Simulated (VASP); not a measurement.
# TiO2 (P4_2/mnm) in VASP: notebook

TiO2 is run at these levels: r2SCAN; tasks: relaxation of cell and atoms.

Program: VASP 6.6.1. These are calculated values, not measurements. Logs are shortened: lines on timing, memory, paths and dates and some standing lists are left out, and cuts for length are marked.

## (1) The cell of the first run

The structure is tetragonal, space group P4_2/mnm (No. 136). The conventional cell has a = 4.597 Å, b = 4.597 Å, c = 2.954 Å, α = 90.00°, β = 90.00°, γ = 90.00°. Within 2.6 Å of Ti (site symmetry mmm) lie 6 O at 1.95 to 1.98 Å. Within 2.6 Å of O (site symmetry m2m) lie 3 Ti at 1.95 to 1.98 Å and 1 O at 2.54 Å.

## (2) Relaxation of cell and atoms, r2SCAN, target pressure -2 GPa, at which the enthalpy is minimised

POSCAR

```
TiO2
1.0
    4.5969450695      0.0000000000      0.0000000000
    0.0000000000      4.5969450695      0.0000000000
    0.0000000000      0.0000000000      2.9535431401
Ti O
2 4
Direct
    0.0000000000      0.0000000000      0.0000000000
    0.5000000000      0.5000000000      0.5000000000
    0.3046314432      0.3046314432      0.0000000000
    0.1953685568      0.8046314432      0.5000000000
    0.6953685568      0.6953685568      0.0000000000
    0.8046314432      0.1953685568      0.5000000000
```

INCAR.step1

```
ALGO = Normal
EDIFF = 1E-4
ENCUT = 600
GGA = PE
ISMEAR = 0
LASPH = T
LCHARG = F
LREAL = F
LWAVE = T
NELM = 60
PREC = Accurate
SIGMA = 0.01
```

INCAR.step2

```
ALGO = Normal
EDIFF = 1E-7
EDIFFG = -0.002
ENCUT = 600
IBRION = 2
ISIF = 3
ISMEAR = 0
ISTART = 1
LASPH = T
LCHARG = F
LMIXTAU = T
LREAL = F
LWAVE = F
METAGGA = R2SCAN
NELM = 60
NSW = 100
PREC = Accurate
PSTRESS = -20.0
SIGMA = 0.01
```

KPOINTS

```
k-points
0
Gamma
  4 4 6
```

Potentials or basis: VASP PAW PBE potentials, release 64 (Ti_sv, O).

Launch:

```sh
$ cat potpaw_PBE.64/Ti_sv/POTCAR potpaw_PBE.64/O/POTCAR > POTCAR
$ cp INCAR.step1 INCAR
$ mpirun -np 1 vasp_std > vasp.out
$ cp INCAR.step2 INCAR
$ mpirun -np 1 vasp_std > vasp.out
```

OUTCAR:

```text
EDIFF = 1E-7
   EDIFFG = -0.002
   ENCUT = 600
   IBRION = 2
   ISIF = 3
   ISMEAR = 0
   ISTART = 1
   LASPH = T
   LREAL = F
   METAGGA = R2SCAN
   NELM = 60
   NSW = 100
   PREC = Accurate
   PSTRESS = -20.0

 ion  position               nearest neighbor table
   1  0.000  0.000  0.000-   4 1.95   6 1.95   4 1.95   6 1.95   5 1.98   3 1.98
   2  0.500  0.500  0.500-   3 1.95   5 1.95   3 1.95   5 1.95   4 1.98   6 1.98
   3  0.305  0.305  0.000-   2 1.95   2 1.95   1 1.98
   4  0.195  0.805  0.500-   1 1.95   1 1.95   2 1.98
   5  0.695  0.695  0.000-   2 1.95   2 1.95   1 1.98
   6  0.805  0.195  0.500-   1 1.95   1 1.95   2 1.98

  LATTYP: Found a simple tetragonal cell.
 ALAT       =     4.5969450695
 C/A-ratio  =     0.6425012906

  Lattice vectors:

 A1 = (   4.5969450695,   0.0000000000,   0.0000000000)
 A2 = (   0.0000000000,   4.5969450695,   0.0000000000)
 A3 = (   0.0000000000,   0.0000000000,   2.9535431401)

Analysis of symmetry for initial positions (statically):
=====================================================================
 Subroutine PRICEL returns:
 Original cell was already a primitive cell.

 Routine SETGRP: Setting up the symmetry group for a
 simple tetragonal supercell.

 Subroutine GETGRP returns: Found 16 space group operations
 (whereof  8 operations were pure point group operations)
 out of a pool of 16 trial point group operations.

The static configuration has the point symmetry D_2h.
 The point group associated with its full space group is D_4h.

Analysis of symmetry for dynamics (positions and initial velocities):
=====================================================================
 Subroutine PRICEL returns:
 Original cell was already a primitive cell.

 Routine SETGRP: Setting up the symmetry group for a
 simple tetragonal supercell.

 Subroutine GETGRP returns: Found 16 space group operations
 (whereof  8 operations were pure point group operations)
 out of a pool of 16 trial point group operations.

The dynamic configuration has the point symmetry D_2h.
 The point group associated with its full space group is D_4h.

 Subroutine INISYM returns: Found 16 space group operations
 (whereof  8 operations are pure point group operations),
 and found     1 'primitive' translations

----------------------------------------------------------------------------------------

                                     Primitive cell
[... 84 lines left out ...]
   dimension x,y,z NGXF=    80 NGYF=   80 NGZF=   48
   ions per type =               2   4
   NGX,Y,Z   is equivalent  to a cutoff of  14.47, 14.47, 13.51 a.u.
   NGXF,Y,Z  is equivalent  to a cutoff of  28.93, 28.93, 27.02 a.u.
 SYSTEM =  unknown system
   PREC   = accura    normal or accurate (medium, high low for compatibility)
   ISTART =      1    job   : 0-new  1-cont  2-samecut
   ICHARG =      0    charge: 1-file 2-atom 10-const
   ISPIN  =      1    spin polarized calculation?
   LNONCOLLINEAR =      F non collinear calculations
   LSORBIT =      F    spin-orbit coupling
   LASPH  =      T    aspherical Exc in radial PAW
   ENCUT  =  600.0 eV  44.10 Ry    6.64 a.u.   9.18  9.18  5.90*2*pi/ulx,y,z
   NELM   =     60;   NELMIN=  2; NELMDL=  0     # of ELM steps
   EDIFF  = 0.1E-06   stopping-criterion for ELM
   LREAL  =      F    real-space projection
   EDIFFG = -.2E-02   stopping-criterion for IOM
   NSW    =    100    number of steps for IOM
   IBRION =      2    ionic relax: 0-MD 1-quasi-New 2-CG
   NFREE  =      1    steps in history (QN), initial steepest desc. (CG)
   ISIF   =      3    stress and relaxation
   ISYM   =      2    0-nonsym 1-usesym 2-fastsym
   POTIM  = 0.5000    time-step for ionic-motion
   TEBEG  =    0.0;   TEEND  =   0.0 temperature during run
   PSTRESS=  -20.0 pullay stress
   NELECT =      48.0000    total number of electrons
   NUPDOWN=      -1.0000    fix difference up-down
   EMIN   =  10.00;   EMAX   =-10.00  energy-range for DOS
   EFERMI =   0.00;   METHOD = LEGACY
   ISMEAR =     0;   SIGMA  =   0.01  broadening in eV -4-tet -1-fermi 0-gaus
   EFERMI_NEDOS =   21; number of points for ismear=-14 and -15
   IALGO  =     38    algorithm
   IMIX   =      4    mixing-type and parameters
     AMIX     =   0.40;   BMIX     =  1.00
     AMIX_MAG =   1.60;   BMIX_MAG =  1.00
  volume/ion in A,a.u.               =      10.40        70.20
  Fermi-wavevector in a.u.,A,eV,Ry     =   1.499896  2.834393 30.608880  2.249689
  Thomas-Fermi vector in A             =   2.611467
   LORBIT       =      0    0 simple, 1 ext, 2 COOP (PROOUT), +10 PAW based schemes
   METAGGA = R2SCAN    functional components
   LHFCALC =     F    Hartree Fock is set to
   AEXX    =    0.0000 exact exchange contribution
   IVDW    =     0    specifies the selected vdW correction
   LEPSILON=     F    determine dielectric tensor
   LRPA    =     F    only Hartree local field effects (RPA)
 conjugate gradient relaxation of ions
 non-spin polarized calculation
 Gauss-broadening in eV      SIGMA  =   0.01
  energy-cutoff  :      600.00
  volume of cell :       62.41
 maximum number of plane-waves:      2104
 NGX is ok and might be reduce to    40
   NGX = 19   NGY = 19   NGZ = 11

--------------------------------------- Ionic step        1  -------------------------------------------

 number of electron      47.9999988 magnetization

 Free energy of the ion-electron system (eV)
  ---------------------------------------------------
  ext. energy  EPLUGINS =         0.00000000
  ---------------------------------------------------
  free energy    TOTEN  =       -69.80552689 eV

  energy without entropy =      -69.80552689  energy(sigma->0) =      -69.80552689

------------------------ aborting loop because EDIFF is reached ----------------------------------------

  FORCE on cell =-STRESS in cart. coord.  units (eV):
  Direction    XX          YY          ZZ          XY          YZ          ZX
  --------------------------------------------------------------------------------------
  -------------------------------------------------------------------------------------
  Total        0.3042306      0.3042306      0.5903818      0.0000000      0.0000000      0.0000000
  in kB        7.8096486      7.8096486     15.1551966      0.0000000      0.0000000      0.0000000
  external PRESSURE =      30.2581646 kB  Pullay stress =     -20.0000000 kB
[... 323 lines left out ...]
--------------------------------------- Ionic step        9  -------------------------------------------

 number of electron      47.9999985 magnetization

 Free energy of the ion-electron system (eV)
  ---------------------------------------------------
  ext. energy  EPLUGINS =         0.00000000
  ---------------------------------------------------
  free energy    TOTEN  =       -69.80286704 eV

  energy without entropy =      -69.80286704  energy(sigma->0) =      -69.80286704

 E-fermi :   4.4733     XC(G=0): -12.0825

 val. band max:        4.4063859303   @ k =   0.0000   0.0000   0.0000
 cond. band min:       6.6114993270   @ k =   0.0000   0.0000   0.0000
 fundamental gap:      2.2051133967
 Fermi energy:         4.4733377206

 k-point     1 :       0.0000    0.0000    0.0000
  band No.  band energies     occupation
      1     -54.7788      2.00000
      2     -54.7621      2.00000
      3     -30.0322      2.00000
      4     -30.0322      2.00000
      5     -29.8631      2.00000
      6     -29.8631      2.00000
[... 770 lines left out ...]
  energy  without entropy=      -69.8028670429  energy(sigma->0) =      -69.80286704

  enthalpy is  TOTEN    =       -70.5919000982 eV   P V=       -0.7890330554

 reached required accuracy - stopping structural energy minimisation
```

OUTCAR.step1:

```text
EDIFF = 1E-4
   ENCUT = 600
   GGA = PE
   ISMEAR = 0
[... 981 lines left out ...]
      1.40037      1.40037      0.00000        -0.053496     -0.053496     -0.000000
      0.89810      3.69885      1.47677         0.053496     -0.053496     -0.000000
      3.19657      3.19657      0.00000         0.053496      0.053496      0.000000
      3.69885      0.89810      1.47677        -0.053496      0.053496      0.000000
 -----------------------------------------------------------------------------------
    total drift:                               -0.000000     -0.000000     -0.000000

  FREE ENERGIE OF THE ION-ELECTRON SYSTEM (eV)
  ---------------------------------------------------
  free  energy   TOTEN  =       -53.6527316134 eV

  energy  without entropy=      -53.6527316134  energy(sigma->0) =      -53.65273161
```

It took 37 min on 1 thread of Oxide Virtual Turin-like, shared host; peak memory 0.2 GiB.

Results:

```yaml
Free_energy: -69.8029 eV
Relaxed_volume: 10.53 Å³/atom
Relaxed_cell: a = 4.617 Å, b = 4.617 Å, c = 2.966 Å, α = 90.00°, β = 90.00°, γ = 90.00°
Space_group_after_relaxing_to_0.1_Å: P4_2/mnm (No. 136)
Energy_change_on_relaxing_the_run_minimises_the_enthalpy: +0.4 meV/atom
Ionic_steps: 9
Pressure_after_relaxing: -2.0 GPa
Band_gap_on_the_k_mesh: 2.21 eV
```

The path:
```tsv
step	energy change (eV)	largest force (eV/Å)	pressure (GPa)	volume (Å³)
1	0.0000	0.0320	1.03	62.41
2	0.0290	0.1368	-5.90	64.21
3	0.0022	0.0410	-1.95	63.15
4	0.0024	0.0425	-2.01	63.17
5	0.0027	0.0093	-2.05	63.21
6	0.0028	0.0003	-2.05	63.22
7	0.0025	0.0022	-1.94	63.19
8	0.0026	0.0018	-1.97	63.20
9	0.0027	0.0014	-1.99	63.21
```

Final structure:
```
Ti O
1.0
     4.61669    0.00000    0.00000
     0.00000    4.61669    0.00000
     0.00000    0.00000    2.96561
Ti O
2 4
Direct
  0.00000 0.00000 0.00000
  0.50000 0.50000 0.50000
  0.30488 0.30488 0.00000
  0.19512 0.80488 0.50000
  0.69512 0.69512 0.00000
  0.80488 0.19512 0.50000
```

Caveat: the cell is relaxed towards a set pressure, so the run minimises the enthalpy, not the energy; the PAW data sets were made with another functional, which shifts forces and pressure a little.

## (3) Relaxation of cell and atoms, r2SCAN, target pressure 2 GPa, at which the enthalpy is minimised

POSCAR is that of step 2.

INCAR.step1

```
ALGO     = Normal         # electronic algorithm
EDIFF    = 1E-4           # SCF threshold, eV
ENCUT    = 600            # plane-wave cutoff, eV
GGA      = PE             # functional
ISMEAR   = 0              # smearing method
LASPH    = True           # aspherical terms in the spheres
LCHARG   = False          # write CHGCAR
LREAL    = False          # projectors in reciprocal space
LWAVE    = True           # write WAVECAR
NELM     = 100            # most SCF steps
PREC     = Accurate       # precision mode
SIGMA    = 0.01           # smearing width, eV
```

INCAR.step2

```
ALGO     = Normal         # electronic algorithm
EDIFF    = 1E-7           # SCF threshold, eV
EDIFFG   = -0.002         # ionic threshold
ENCUT    = 600            # plane-wave cutoff, eV
IBRION   = 2              # ionic algorithm
ISIF     = 3              # what is computed and relaxed
ISMEAR   = 0              # smearing method
ISTART   = 1            
LASPH    = True           # aspherical terms in the spheres
LCHARG   = False          # write CHGCAR
LMIXTAU  = True         
LREAL    = False          # projectors in reciprocal space
LWAVE    = False          # write WAVECAR
METAGGA  = R2SCAN         # meta-GGA
NELM     = 100            # most SCF steps
NSW      = 100            # ionic steps
PREC     = Accurate       # precision mode
PSTRESS  = 20.0         
SIGMA    = 0.01           # smearing width, eV
```

KPOINTS is that of step 2.

Potentials or basis: VASP PAW PBE potentials, release 64 (Ti_sv, O).

Launch:

```sh
$ cat potpaw_PBE.64/Ti_sv/POTCAR potpaw_PBE.64/O/POTCAR > POTCAR
$ cp INCAR.step1 INCAR
$ mpirun -np 1 vasp_std > vasp.out
$ cp INCAR.step2 INCAR
$ mpirun -np 1 vasp_std > vasp.out
```

It took 26 min on 1 thread of Oxide Virtual Turin-like, shared host; peak memory 0.19 GiB.

The run converged. Its results:

| Item | Value |
| --- | --- |
| Free energy | -69.8033 eV |
| Relaxed volume | 10.35 Å³/atom |
| Relaxed cell | a = 4.584 Å, b = 4.584 Å, c = 2.956 Å, α = 90.00°, β = 90.00°, γ = 90.00° |
| Space group after relaxing (to 0.1 Å) | P4_2/mnm (No. 136) |
| Energy change on relaxing (the run minimises the enthalpy) | +0.4 meV/atom |
| Ionic steps | 7 |
| Pressure after relaxing | 2.0 GPa |
| Band gap on the k mesh | 2.22 eV |

The path:
```
step  energy change (eV)  largest force (eV/Å)  pressure (GPa)  volume (Å³)
   1              0.0000                0.0320            1.03        62.41
   2              0.0069                0.0421            3.23        61.84
   3              0.0027                0.0378            2.21        62.11
   4              0.0024                0.0075            2.01        62.11
   5              0.0024                0.0025            2.03        62.11
   6              0.0024                0.0030            2.03        62.11
   7              0.0022                0.0013            1.97        62.12
```

Final structure:
```
Ti O
1.0
     4.58446    0.00000    0.00000
     0.00000    4.58446    0.00000
     0.00000    0.00000    2.95573
Ti O
2 4
Direct
  0.00000 0.00000 0.00000
  0.50000 0.50000 0.50000
  0.30425 0.30425 0.00000
  0.19575 0.80425 0.50000
  0.69575 0.69575 0.00000
  0.80425 0.19575 0.50000
```

Levels at points of the mesh, in eV from the valence-band top:
| k point | band 22 | band 23 | band 24 | band 25 | band 26 | band 27 |
| --- | --- | --- | --- | --- | --- | --- |
| (0.00, 0.00, 0.00) | -0.50 | -0.50 | 0.00 | 2.22 | 2.54 | 2.77 |
| (0.50, 0.00, 0.00) | -1.74 | -0.78 | -0.78 | 2.92 | 2.92 | 3.42 |
| (0.50, 0.50, 0.00) | -1.41 | -1.14 | -1.14 | 2.26 | 2.26 | 2.90 |
| (0.00, 0.00, 0.50) | -2.44 | -1.49 | -1.49 | 3.35 | 3.35 | 3.58 |
| (0.50, 0.00, 0.50) | -2.09 | -1.11 | -1.11 | 2.29 | 2.29 | 3.60 |
| (0.50, 0.50, 0.50) | -1.34 | -0.72 | -0.72 | 2.97 | 2.97 | 3.60 |

Caveat: the cell is relaxed towards a set pressure, so the run minimises the enthalpy, not the energy; the PAW data sets were made with another functional, which shifts forces and pressure a little. A k mesh can miss the band edges.

## (4) Relaxation of cell and atoms, r2SCAN, target pressure 4 GPa, at which the enthalpy is minimised

POSCAR is that of step 3.

INCAR.step1

```
PREC = Accurate
ENCUT = 600
ISMEAR = 0
SIGMA = 0.01
LREAL = False
LASPH = True
NELM = 100
GGA = PE
ALGO = Normal
EDIFF = 1E-4
LWAVE = True
LCHARG = False
```

INCAR.step2

```
PREC = Accurate
ENCUT = 600
EDIFF = 1E-7
ISMEAR = 0
SIGMA = 0.01
LREAL = False
LASPH = True
NELM = 100
ALGO = Normal
ISIF = 3
LWAVE = False
LCHARG = False
METAGGA = R2SCAN
LMIXTAU = True
IBRION = 2
NSW = 100
EDIFFG = -0.002
PSTRESS = 40.0
ISTART = 1
```

KPOINTS

```
Automatic mesh
0
Gamma
  4 4 6
```

Launch:

```sh
$ cat potpaw_PBE.64/Ti_sv/POTCAR potpaw_PBE.64/O/POTCAR > POTCAR
$ cp INCAR.step1 INCAR
$ mpirun -np 1 vasp_std > vasp.out
$ cp INCAR.step2 INCAR
$ mpirun -np 1 vasp_std > vasp.out
```

Run time: 31 min. Hardware: 1 thread of Oxide Virtual Turin-like, shared host; peak memory 0.2 GiB.

The run converged. Its results:

```
Free energy                                                : -69.7937 eV
Relaxed volume                                             : 10.27 Å³/atom
Relaxed cell                                               : a = 4.569 Å, b = 4.569 Å, c = 2.951 Å, α = 90.00°, β = 90.00°, γ = 90.00°
Space group after relaxing (to 0.1 Å)                      : P4_2/mnm (No. 136)
Energy change on relaxing (the run minimises the enthalpy) : +2.0 meV/atom
Ionic steps                                                : 10
Pressure after relaxing                                    : 4.0 GPa
Band gap on the k mesh                                     : 2.23 eV
```

The path:
| step | energy change (eV) | largest force (eV/Å) | pressure (GPa) | volume (Å³) |
| --- | --- | --- | --- | --- |
| 1 | 0.0000 | 0.0320 | 1.03 | 62.41 |
| 2 | 0.0486 | 0.1390 | 8.42 | 60.69 |
| 3 | 0.0115 | 0.0786 | 4.12 | 61.66 |
| 4 | 0.0118 | 0.0005 | 4.03 | 61.61 |
| 5 | 0.0119 | 0.0051 | 4.02 | 61.60 |
| 6 | 0.0119 | 0.0066 | 4.03 | 61.60 |
| 7 | 0.0116 | 0.0031 | 3.97 | 61.61 |
| 8 | 0.0116 | 0.0027 | 3.97 | 61.62 |
| 9 | 0.0119 | 0.0024 | 4.02 | 61.60 |
| 10 | 0.0118 | 0.0009 | 4.01 | 61.61 |

Final structure:
```
Ti O
1.0
     4.56912    0.00000    0.00000
     0.00000    4.56912    0.00000
     0.00000    0.00000    2.95096
Ti O
2 4
Cartesian
  0.0000 0.0000 0.0000
  2.2846 2.2846 1.4755
  1.3891 1.3891 0.0000
  0.8955 3.6736 1.4755
  3.1801 3.1801 0.0000
  3.6736 0.8955 1.4755
```

Levels at points of the mesh, in eV from the valence-band top:
```
           k point  band 22  band 23  band 24  band 25  band 26  band 27
(0.00, 0.00, 0.00)    -0.51    -0.51     0.00     2.23     2.56     2.78
(0.50, 0.00, 0.00)    -1.76    -0.79    -0.79     2.93     2.93     3.45
(0.50, 0.50, 0.00)    -1.43    -1.15    -1.15     2.27     2.27     2.91
(0.00, 0.00, 0.50)    -2.49    -1.50    -1.50     3.38     3.38     3.60
(0.50, 0.00, 0.50)    -2.11    -1.13    -1.13     2.30     2.30     3.63
(0.50, 0.50, 0.50)    -1.37    -0.72    -0.72     3.00     3.00     3.62
```

Caveat: the cell is relaxed towards a set pressure, so the run minimises the enthalpy, not the energy; the PAW data sets were made with another functional, which shifts forces and pressure a little. A k mesh can miss the band edges.

## (5) Summary

```tsv
cell	gap on the mesh (eV)	pressure (GPa)
relaxed to -2 GPa	2.21	-2.0
relaxed to 2 GPa	2.22	2.0
relaxed to 4 GPa	2.23	4.0
```

Alike in all rows: task relaxation of cell and atoms; level r2SCAN; potentials or basis VASP PAW PBE potentials, release 64 (Ti_sv, O); no spin polarisation; k mesh 4 × 4 × 6; cutoff (eV) 600; smearing gaussian 0.01 eV.

Caveats: the cell is relaxed towards a set pressure, so the run minimises the enthalpy, not the energy; the PAW data sets were made with another functional, which shifts forces and pressure a little.

Total energies depend on the potentials used, so only differences within one code and one set of settings carry meaning.
